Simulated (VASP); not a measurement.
# BaHfO3 in VASP: a series of runs, part 2 of 2

VASP 6.6.1.

## Step 5: Single point, r2SCAN (biaxial strain in the a-b plane: -2.0 %)

Input file POSCAR:

```
BaHfO3
1.0
    4.0935650781      0.0000000000      0.0000000000
    0.0000000000      4.0935650781      0.0000000000
    0.0000000000      0.0000000000      4.2272325093
Ba Hf O
1 1 3
Direct
    0.5000000000      0.5000000000      0.5000000000
    0.0000000000      0.0000000000      0.0000000000
    0.0000000000      0.5000000000      0.0000000000
    0.5000000000      0.0000000000      0.0000000000
    0.0000000000      0.0000000000      0.5000000000
```

Input file INCAR.step1:

```
PREC = Accurate
ENCUT = 520
ISMEAR = 0
SIGMA = 0.02
LREAL = F
LASPH = T
NELM = 100
NBANDS = 27
GGA = PE
ALGO = Normal
EDIFF = 1E-4
LWAVE = T
LCHARG = F
```

Input file INCAR.step2:

```
PREC = Accurate
ENCUT = 520
EDIFF = 1E-6
ISMEAR = 0
SIGMA = 0.02
LREAL = F
LASPH = T
NELM = 100
ALGO = Normal
ISIF = 2
LWAVE = F
LCHARG = T
METAGGA = R2SCAN
LMIXTAU = T
LELF = T
LVHAR = T
NBANDS = 27
ISTART = 1
```

Input file KPOINTS:

```
Automatic mesh
0
Gamma
  6 6 6
```

Started as:

```
$ cat potpaw_PBE.64/Ba_sv/POTCAR potpaw_PBE.64/Hf_pv/POTCAR potpaw_PBE.64/O/POTCAR > POTCAR
$ cp INCAR.step1 INCAR
$ mpirun -np 1 vasp_std > vasp.out
$ cp INCAR.step2 INCAR
$ mpirun -np 1 vasp_std > vasp.out
```

It took 3 min on 1 thread of Intel Xeon Platinum 8375C at 2.90GHz (Ice Lake), shared host; peak memory 0.23 GiB.

It converged, with:

```
Free energy            : -107.9419 eV
Pressure               : 4.8 GPa
Band gap on the k mesh : 4.07 eV, indirect (least direct gap 4.30 eV)
```

Stress tensor (GPa, compression positive):
```
 7.71  0.00  0.00
 0.00  7.71  0.00
 0.00  0.00 -1.00
```

Levels at points of the mesh, in eV from the valence-band top:
```tsv
k point	band 16	band 17	band 18	band 19	band 20	band 21	band 22	band 23
(0.00, 0.00, 0.00)	-1.04	-0.30	-0.22	-0.22	4.07	4.07	4.25	5.07
(0.50, 0.00, 0.00)	-1.88	-1.78	-0.62	-0.57	4.69	7.16	7.21	7.21
(0.50, 0.50, 0.00)	-1.15	-0.83	-0.83	-0.06	7.01	7.01	7.30	7.81
(0.00, 0.00, 0.50)	-1.58	-1.58	-0.54	-0.54	4.77	6.76	6.76	6.83
(0.50, 0.00, 0.50)	-1.06	-1.05	-1.02	-0.17	6.70	7.07	7.39	7.44
(0.50, 0.50, 0.50)	-2.51	-0.06	-0.06	0.00	6.68	6.68	6.87	8.50
```

Caveat: the cell differs from its parent crystal (biaxial strain in the a-b plane: -2.0 %); the PAW data sets were made with another functional, which shifts forces and pressure a little; spin-orbit coupling is left out, which moves the levels of the heavy elements.

## Step 6: Single point, r2SCAN (biaxial strain in the a-b plane: +2.0 %)

Changes to POSCAR since step 5:

```diff
@@ -2,5 +2,5 @@
 1.0
-    4.0935650781      0.0000000000      0.0000000000
-    0.0000000000      4.0935650781      0.0000000000
-    0.0000000000      0.0000000000      4.2272325093
+    4.2606493671      0.0000000000      0.0000000000
+    0.0000000000      4.2606493671      0.0000000000
+    0.0000000000      0.0000000000      4.1269819359
 Ba Hf O
```

Input file INCAR.step1:

```
PREC     = Accurate       # precision mode
ENCUT    = 520            # plane-wave cutoff, eV
ISMEAR   = 0              # smearing method
SIGMA    = 0.02           # smearing width, eV
LREAL    = False          # projectors in reciprocal space
LASPH    = True           # aspherical terms in the spheres
NELM     = 80             # most SCF steps
NBANDS   = 27             # bands
GGA      = PE             # functional
ALGO     = Normal         # electronic algorithm
EDIFF    = 1E-4           # SCF threshold, eV
LWAVE    = True           # write WAVECAR
LCHARG   = False          # write CHGCAR
```

Input file INCAR.step2:

```
PREC     = Accurate       # precision mode
ENCUT    = 520            # plane-wave cutoff, eV
EDIFF    = 1E-6           # SCF threshold, eV
ISMEAR   = 0              # smearing method
SIGMA    = 0.02           # smearing width, eV
LREAL    = False          # projectors in reciprocal space
LASPH    = True           # aspherical terms in the spheres
NELM     = 80             # most SCF steps
ALGO     = Normal         # electronic algorithm
ISIF     = 2              # what is computed and relaxed
LWAVE    = False          # write WAVECAR
LCHARG   = False          # write CHGCAR
METAGGA  = R2SCAN         # meta-GGA
LMIXTAU  = True         
NBANDS   = 27             # bands
ISTART   = 1
```

Input file KPOINTS:

```
regular mesh
0
Gamma
  6 6 6
```

Potentials or basis: VASP PAW PBE potentials, release 64 (Ba_sv, Hf_pv, O).

Started as:

```
$ cat potpaw_PBE.64/Ba_sv/POTCAR potpaw_PBE.64/Hf_pv/POTCAR potpaw_PBE.64/O/POTCAR > POTCAR
$ cp INCAR.step1 INCAR
$ mpirun -np 1 vasp_std > vasp.out
$ cp INCAR.step2 INCAR
$ mpirun -np 1 vasp_std > vasp.out
```

OUTCAR:

```text
PREC = Accurate
   ENCUT = 520
   EDIFF = 1E-6
   ISMEAR = 0
   LREAL = False
   LASPH = True
   NELM = 80
   ISIF = 2
   METAGGA = R2SCAN
   ISTART = 1

 ion  position               nearest neighbor table
   1  0.500  0.500  0.500-   3 2.97   4 2.97   3 2.97   4 2.97   4 2.97   4 2.97   3 2.97   3 2.97
                             5 3.01   5 3.01   5 3.01   5 3.01   2 3.65   2 3.65   2 3.65   2 3.65
   2  0.000  0.000  0.000-   5 2.06   5 2.06   3 2.13   4 2.13   3 2.13   4 2.13   1 3.65   1 3.65
                             1 3.65   1 3.65   1 3.65   1 3.65   1 3.65   1 3.65
   3  0.000  0.500  0.000-   2 2.13   2 2.13   1 2.97   1 2.97   1 2.97   1 2.97
   4  0.500  0.000  0.000-   2 2.13   2 2.13   1 2.97   1 2.97   1 2.97   1 2.97
   5  0.000  0.000  0.500-   2 2.06   2 2.06   1 3.01   1 3.01   1 3.01   1 3.01

  LATTYP: Found a simple tetragonal cell.
 ALAT       =     4.2606493671
 C/A-ratio  =     0.9686274510

  Lattice vectors:

 A1 = (   4.2606493671,   0.0000000000,   0.0000000000)
 A2 = (   0.0000000000,   4.2606493671,   0.0000000000)
 A3 = (   0.0000000000,   0.0000000000,   4.1269819359)

Analysis of symmetry for initial positions (statically):
=====================================================================
[... 176 lines left out ...]

  energy without entropy =     -107.93614135  energy(sigma->0) =     -107.93614135

 E-fermi :   2.1389     XC(G=0): -11.2906

 val. band max:        1.9658287039   @ k =   0.5000   0.5000   0.5000
 cond. band min:       5.8834996083   @ k =   0.0000   0.0000   0.0000
 fundamental gap:      3.9176709044
 Fermi energy:         2.1389418470

 k-point     1 :       0.0000    0.0000    0.0000
  band No.  band energies     occupation
      1     -27.9716      2.00000
      2     -27.9594      2.00000
      3     -27.9594      2.00000
      4     -24.0764      2.00000
      5     -15.6725      2.00000
      6     -15.1690      2.00000
[... 709 lines left out ...]
     26      11.3175      0.00000
     27      11.3630      0.00000

 [... further k-points ...]
[... 5 lines left out ...]
  --------------------------------------------------------------------------------------
  -------------------------------------------------------------------------------------
  Total       -3.4587611     -3.4587611      0.0061856      0.0000000      0.0000000      0.0000000
  in kB      -73.9685299    -73.9685299      0.1322853      0.0000000      0.0000000      0.0000000
  external PRESSURE =     -49.2682582 kB  Pullay stress =       0.0000000 kB

 VOLUME and BASIS-vectors are now :
 -----------------------------------------------------------------------------
  energy-cutoff  :      520.00
  volume of cell :       74.92
      direct lattice vectors                 reciprocal lattice vectors
     4.260649367  0.000000000  0.000000000     0.234706007  0.000000000  0.000000000
     0.000000000  4.260649367  0.000000000     0.000000000  0.234706007  0.000000000
     0.000000000  0.000000000  4.126981936     0.000000000  0.000000000  0.242307821

 POSITION                                       TOTAL-FORCE (eV/Angst)
 -----------------------------------------------------------------------------------
      2.13032      2.13032      2.06349         0.000000      0.000000      0.000000
      0.00000      0.00000      0.00000         0.000000      0.000000      0.000000
      0.00000      2.13032      0.00000         0.000000      0.000000      0.000000
      2.13032      0.00000      0.00000         0.000000      0.000000      0.000000
      0.00000      0.00000      2.06349         0.000000      0.000000      0.000000
 -----------------------------------------------------------------------------------
    total drift:                                0.000000      0.000000     -0.000000

  FREE ENERGIE OF THE ION-ELECTRON SYSTEM (eV)
  ---------------------------------------------------
  free  energy   TOTEN  =      -107.9361413499 eV

  energy  without entropy=     -107.9361413499  energy(sigma->0) =     -107.93614135
```

Wall time 2.2 min (1 thread of Intel Xeon Platinum 8375C at 2.90GHz (Ice Lake), shared host); peak memory 0.24 GiB.

Results:

```yaml
Free_energy: -107.9361 eV
Pressure: -4.9 GPa
Band_gap_on_the_k_mesh: 3.92 eV, indirect (least direct gap 4.17 eV)
```

Levels at points of the mesh, in eV from the valence-band top:
```tsv
k point	band 15	band 16	band 17	band 18	band 19	band 20	band 21	band 22	band 23	band 24
(0.00, 0.00, 0.00)	-1.01	-0.91	-0.30	-0.30	-0.25	3.92	4.09	4.09	5.03	5.29
(0.50, 0.00, 0.00)	-1.62	-1.60	-1.57	-0.62	-0.58	4.58	6.51	6.56	6.75	7.19
(0.50, 0.50, 0.00)	-2.19	-1.11	-1.11	-1.11	-0.14	6.49	6.49	7.04	7.11	8.23
(0.00, 0.00, 0.50)	-1.92	-1.74	-1.63	-0.64	-0.64	4.51	6.94	6.94	7.17	7.34
(0.50, 0.00, 0.50)	-2.31	-1.19	-0.90	-0.89	-0.08	6.44	6.79	6.99	7.43	8.53
(0.50, 0.50, 0.50)	-2.64	-2.36	-0.05	0.00	0.00	6.44	6.58	6.58	7.89	8.21
```

Caveat: the cell differs from its parent crystal (biaxial strain in the a-b plane: +2.0 %); the PAW data sets were made with another functional, which shifts forces and pressure a little; spin-orbit coupling is left out, which moves the levels of the heavy elements.

## Step 7: Summary

| cell | gap on the mesh (eV) | pressure (GPa) |
| --- | --- | --- |
| a = 4.177 Å, 5 atoms | 4.11 | -0.7 |
| a = 4.094, b = 4.094, c = 4.222 Å, 5 atoms | 4.08 | 5.0 |
| a = 4.094, b = 4.094, c = 4.227 Å, 5 atoms | 4.07 | 4.8 |
| a = 4.261, b = 4.261, c = 4.127 Å, 5 atoms | 3.92 | -4.9 |

Alike in all rows: task single point; level r2SCAN; potentials or basis VASP PAW PBE potentials, release 64 (Ba_sv, Hf_pv, O); no spin polarisation; k mesh 6 × 6 × 6; cutoff (eV) 520; smearing gaussian 0.02 eV.

Caveats: the PAW data sets were made with another functional, which shifts forces and pressure a little; spin-orbit coupling is left out, which moves the levels of the heavy elements.

Total energies depend on the potentials used, so only differences within one code and one set of settings carry meaning.
